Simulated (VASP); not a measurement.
# MgO (CsCl type) (Pm-3m) in VASP: further runs, part 2 of 2

VASP 6.6.1.

## 3. Single point, PBE

Contents of INCAR:

```
SYSTEM = MgO
  ALGO = Normal
  EDIFF = 1E-6
  ENCUT = 520
  GGA = PE
  ISIF = 2
  ISMEAR = -1
  LASPH = .TRUE.
  LCHARG = .FALSE.
  LREAL = .FALSE.
  LWAVE = .FALSE.
  NBANDS = 11
  NELM = 60
  PREC = Accurate
  SIGMA = 0.08
```

Contents of KPOINTS:

```
k-points
0
G
  15 15 15
  0 0 0
```

Contents of POSCAR:

```
MgO
1.0
    2.4377775591      0.0000000000      0.0000000000
    0.0000000000      2.4377775591      0.0000000000
    0.0000000000      0.0000000000      2.4377775591
Mg O
1 1
Direct
    0.0000000000      0.0000000000      0.0000000000
    0.5000000000      0.5000000000      0.5000000000
```

Potentials or basis: VASP PAW PBE potentials, release 64 (Mg, O).

The run is started by

```sh
$ cat potpaw_PBE.64/Mg/POTCAR potpaw_PBE.64/O/POTCAR > POTCAR
$ mpirun -np 1 vasp_std > vasp.out
```

OUTCAR:

```text
SYSTEM = MgO
   EDIFF = 1E-6
   ENCUT = 520
   GGA = PE
   ISIF = 2
   ISMEAR = -1
   LASPH = .TRUE.
   LREAL = .FALSE.
   NELM = 60
   PREC = Accurate

 ion  position               nearest neighbor table
   1  0.000  0.000  0.000-   2 2.11   2 2.11   2 2.11   2 2.11   2 2.11   2 2.11   2 2.11   2 2.11

   2  0.500  0.500  0.500-   1 2.11   1 2.11   1 2.11   1 2.11   1 2.11   1 2.11   1 2.11   1 2.11

  LATTYP: Found a simple cubic cell.
 ALAT       =     2.4377775591

  Lattice vectors:

 A1 = (   2.4377775591,   0.0000000000,   0.0000000000)
 A2 = (   0.0000000000,   2.4377775591,   0.0000000000)
 A3 = (   0.0000000000,   0.0000000000,   2.4377775591)

Analysis of symmetry for initial positions (statically):
=====================================================================
 Subroutine PRICEL returns:
 Original cell was already a primitive cell.

 Routine SETGRP: Setting up the symmetry group for a
 simple cubic supercell.

 Subroutine GETGRP returns: Found 48 space group operations
 (whereof 48 operations were pure point group operations)
 out of a pool of 48 trial point group operations.

The static configuration has the point symmetry O_h .

Analysis of symmetry for dynamics (positions and initial velocities):
=====================================================================
 Subroutine PRICEL returns:
 Original cell was already a primitive cell.

 Routine SETGRP: Setting up the symmetry group for a
 simple cubic supercell.

 Subroutine GETGRP returns: Found 48 space group operations
 (whereof 48 operations were pure point group operations)
 out of a pool of 48 trial point group operations.

The dynamic configuration has the point symmetry O_h .

 Subroutine INISYM returns: Found 48 space group operations
 (whereof 48 operations are pure point group operations),
 and found     1 'primitive' translations

----------------------------------------------------------------------------------------

                                     Primitive cell

  volume of cell :      14.4871

  direct lattice vectors                    reciprocal lattice vectors
     2.437777559  0.000000000  0.000000000     0.410209700  0.000000000  0.000000000
     0.000000000  2.437777559  0.000000000     0.000000000  0.410209700  0.000000000
     0.000000000  0.000000000  2.437777559     0.000000000  0.000000000  0.410209700

  length of vectors
     2.437777559  2.437777559  2.437777559     0.410209700  0.410209700  0.410209700

  position of ions in fractional coordinates (direct lattice)
     0.000000000  0.000000000  0.000000000
     0.500000000  0.500000000  0.500000000

  ion indices of the primitive-cell ions
   primitive index   ion index
                 1           1
                 2           2

----------------------------------------------------------------------------------------

 KPOINTS: k-points

Automatic generation of k-mesh.
 Grid dimensions read from file:
 generate k-points for:   15   15   15

 Generating k-lattice:

  Cartesian coordinates                     Fractional coordinates (reciprocal lattice)
     0.027347313  0.000000000  0.000000000     0.066666667  0.000000000  0.000000000
     0.000000000  0.027347313  0.000000000     0.000000000  0.066666667  0.000000000
     0.000000000  0.000000000  0.027347313     0.000000000  0.000000000  0.066666667

  Length of vectors
     0.027347313  0.027347313  0.027347313

  Shift w.r.t. Gamma in fractional coordinates (k-lattice)
     0.000000000  0.000000000  0.000000000

 Subroutine IBZKPT returns following result:
 ===========================================

 Found    120 irreducible k-points:

 Following reciprocal coordinates:
            Coordinates               Weight
  0.000000  0.000000  0.000000      1.000000
  0.066667  0.000000  0.000000      6.000000
  0.133333  0.000000  0.000000      6.000000
  0.200000  0.000000  0.000000      6.000000
  0.266667  0.000000  0.000000      6.000000
  0.333333  0.000000  0.000000      6.000000
[... 16 lines left out ...]
  0.266667  0.200000  0.000000     24.000000
  0.333333  0.200000  0.000000     24.000000
 [... further k-points ...]
   k-points           NKPTS =    120   k-points in BZ     NKDIM =    120   number of bands    NBANDS=     11
   number of dos      NEDOS =    301   number of ions     NIONS =      2
   total plane-waves  NPLWV =   5832
   dimension x,y,z NGX =    18 NGY =   18 NGZ =   18
   dimension x,y,z NGXF=    36 NGYF=   36 NGZF=   36
   ions per type =               1   1
   NGX,Y,Z   is equivalent  to a cutoff of  12.28, 12.28, 12.28 a.u.
   NGXF,Y,Z  is equivalent  to a cutoff of  24.55, 24.55, 24.55 a.u.
 SYSTEM =  MgO
   PREC   = accura    normal or accurate (medium, high low for compatibility)
   ISTART =      0    job   : 0-new  1-cont  2-samecut
   ICHARG =      2    charge: 1-file 2-atom 10-const
   ISPIN  =      1    spin polarized calculation?
   LNONCOLLINEAR =      F non collinear calculations
   LSORBIT =      F    spin-orbit coupling
   LASPH  =      T    aspherical Exc in radial PAW
   ENCUT  =  520.0 eV  38.22 Ry    6.18 a.u.   4.53  4.53  4.53*2*pi/ulx,y,z
   NELM   =     60;   NELMIN=  2; NELMDL= -5     # of ELM steps
   EDIFF  = 0.1E-05   stopping-criterion for ELM
   LREAL  =      F    real-space projection
   EDIFFG = 0.1E-04   stopping-criterion for IOM
   NSW    =      0    number of steps for IOM
   IBRION =     -1    ionic relax: 0-MD 1-quasi-New 2-CG
   NFREE  =      0    steps in history (QN), initial steepest desc. (CG)
   ISIF   =      2    stress and relaxation
   ISYM   =      2    0-nonsym 1-usesym 2-fastsym
   POTIM  = 0.5000    time-step for ionic-motion
   TEBEG  =    0.0;   TEEND  =   0.0 temperature during run
   PSTRESS=    0.0 pullay stress
   NELECT =       8.0000    total number of electrons
   NUPDOWN=      -1.0000    fix difference up-down
   EMIN   =  10.00;   EMAX   =-10.00  energy-range for DOS
   EFERMI =   0.00;   METHOD = LEGACY
   ISMEAR =    -1;   SIGMA  =   0.08  broadening in eV -4-tet -1-fermi 0-gaus
   EFERMI_NEDOS =   21; number of points for ismear=-14 and -15
   IALGO  =     38    algorithm
   IMIX   =      4    mixing-type and parameters
     AMIX     =   0.40;   BMIX     =  1.00
     AMIX_MAG =   1.60;   BMIX_MAG =  1.00
  volume/ion in A,a.u.               =       7.24        48.88
  Fermi-wavevector in a.u.,A,eV,Ry     =   1.343107  2.538105 24.544061  1.803938
  Thomas-Fermi vector in A             =   2.471208
   LORBIT       =      0    0 simple, 1 ext, 2 COOP (PROOUT), +10 PAW based schemes
   GGA     = PE    functional components
   LHFCALC =     F    Hartree Fock is set to
   AEXX    =    0.0000 exact exchange contribution
   IVDW    =     0    specifies the selected vdW correction
   LEPSILON=     F    determine dielectric tensor
   LRPA    =     F    only Hartree local field effects (RPA)
 non-spin polarized calculation
  energy-cutoff  :      520.00
  volume of cell :       14.49
 maximum number of plane-waves:       405
 NGX is ok and might be reduce to    18
   NGX =  9   NGY =  9   NGZ =  9

 number of electron       7.9999992 magnetization

 Free energy of the ion-electron system (eV)
  ---------------------------------------------------
  ext. energy  EPLUGINS =         0.00000000
  ---------------------------------------------------
  free energy    TOTEN  =        -9.74535843 eV

  energy without entropy =       -9.74535843  energy(sigma->0) =       -9.74535843

 E-fermi :   9.0657     XC(G=0): -12.4584

 val. band max:        7.3945682034   @ k =   0.4667   0.4667   0.0000
 cond. band min:      12.4584605882   @ k =   0.0000   0.0000   0.0000
 fundamental gap:      5.0638923848
 Fermi energy:         9.0656639987

 k-point     1 :       0.0000    0.0000    0.0000
  band No.  band energies     occupation
      1     -12.9062      2.00000
      2       6.1215      2.00000
      3       6.1215      2.00000
      4       6.1215      2.00000
      5      12.4585      0.00000
      6      18.2153      0.00000
      7      18.2153      0.00000
      8      31.8622      0.00000
      9      31.8622      0.00000
     10      31.8622      0.00000
     11      38.1511      0.00000
[... 309 lines left out ...]
 k-point    24 :       0.3333    0.2000    0.0000
  band No.  band energies     occupation
      1     -11.1986      2.00000
      2       1.2821      2.00000
      3       4.2277      2.00000
      4       6.7310      2.00000
      5      16.6996      0.00000
      6      18.9401      0.00000
      7      21.3731      0.00000
      8      27.3236      0.00000
      9      29.2332      0.00000
     10      31.1645      0.00000
     11      31.9021      0.00000

 [... further k-points ...]
[... 5 lines left out ...]
  --------------------------------------------------------------------------------------
  -------------------------------------------------------------------------------------
  Total        5.5400707      5.5400707      5.5400707      0.0000000      0.0000000      0.0000000
  in kB      612.6940510    612.6940510    612.6940510      0.0000000      0.0000000      0.0000000
  external PRESSURE =     612.6940510 kB  Pullay stress =       0.0000000 kB

 VOLUME and BASIS-vectors are now :
 -----------------------------------------------------------------------------
  energy-cutoff  :      520.00
  volume of cell :       14.49
      direct lattice vectors                 reciprocal lattice vectors
     2.437777559  0.000000000  0.000000000     0.410209700  0.000000000  0.000000000
     0.000000000  2.437777559  0.000000000     0.000000000  0.410209700  0.000000000
     0.000000000  0.000000000  2.437777559     0.000000000  0.000000000  0.410209700

 POSITION                                       TOTAL-FORCE (eV/Angst)
 -----------------------------------------------------------------------------------
      0.00000      0.00000      0.00000         0.000000      0.000000      0.000000
      1.21889      1.21889      1.21889         0.000000      0.000000      0.000000
 -----------------------------------------------------------------------------------
    total drift:                                0.000000     -0.000000      0.000000

  FREE ENERGIE OF THE ION-ELECTRON SYSTEM (eV)
  ---------------------------------------------------
  free  energy   TOTEN  =        -9.7453584301 eV

  energy  without entropy=       -9.7453584301  energy(sigma->0) =       -9.74535843
```

stdout:

```text
POSCAR found type information on POSCAR MgO
 POSCAR found :  2 types and       2 ions
 scaLAPACK will be used
 LDA part: xc-table for (Slater+PW92), standard interpolation
 POSCAR, INCAR and KPOINTS ok, starting setup
 FFT: planning ... GRIDC
 FFT: planning ... GRID_SOFT
 FFT: planning ... GRID
 WAVECAR not read
 entering main loop
```

Run time: 12 s. Hardware: 1 thread of Intel Xeon Platinum 8488C (Sapphire Rapids), shared host; peak memory 0.13 GiB.

Results:

| Property | Result |
| --- | --- |
| Free energy | -9.7454 eV |
| Pressure | 61.3 GPa |
| Band gap on the k mesh | 5.06 eV, indirect (least direct gap 5.97 eV) |

A k mesh can miss the band edges.
